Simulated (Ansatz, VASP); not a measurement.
# Al2O3: VASP beside Ansatz

```xyz
5
Lattice="2.8057 0.0000 0.0000 -1.4028 2.4298 0.0000 0.0000 0.0000 6.6938" Properties=species:S:1:pos:R:3 pbc="T T T"
Al    0.0000    1.6199    1.3343
Al    1.4028    0.8099    5.3594
O     0.0000    0.0000    0.0000
O     0.0000    1.6199    4.7071
O     1.4028    0.8099    1.9867
```

Alike in both runs: task single point; functional r2SCAN; k mesh 9 × 9 × 4; no spin polarisation.

```csv
,VASP,Ansatz
version,VASP 6.6.1,Ansatz 0.2.0
potentials or method,"VASP PAW PBE potentials, release 64 (Al, O)","plane waves, PAW"
plane-wave cutoff (eV),520,500
occupations,"gaussian, width 0.01 eV",fixed
valence electrons in the cell,24,24
```

Ansatz gave:

| Item | Value |
| --- | --- |
| gap on the k mesh at the Fermi level (eV) | 6.26 |
| pressure (GPa) | 14.9 |
| traceless stress, the component that is largest in VASP (GPa) | -4.75 |
| rms of the force components (eV/Å) | 0.324 |

Q: Which values does VASP return?

A: gap on the k mesh at the Fermi level (eV): 6.24; pressure (GPa): 14.9; traceless stress, the component that is largest in VASP (GPa): -5.23; rms of the force components (eV/Å): 0.312.

VASP's potentials were made for PBE, not for r2SCAN. Atom by atom the forces differ by 0.012 eV/Å (rms over components).
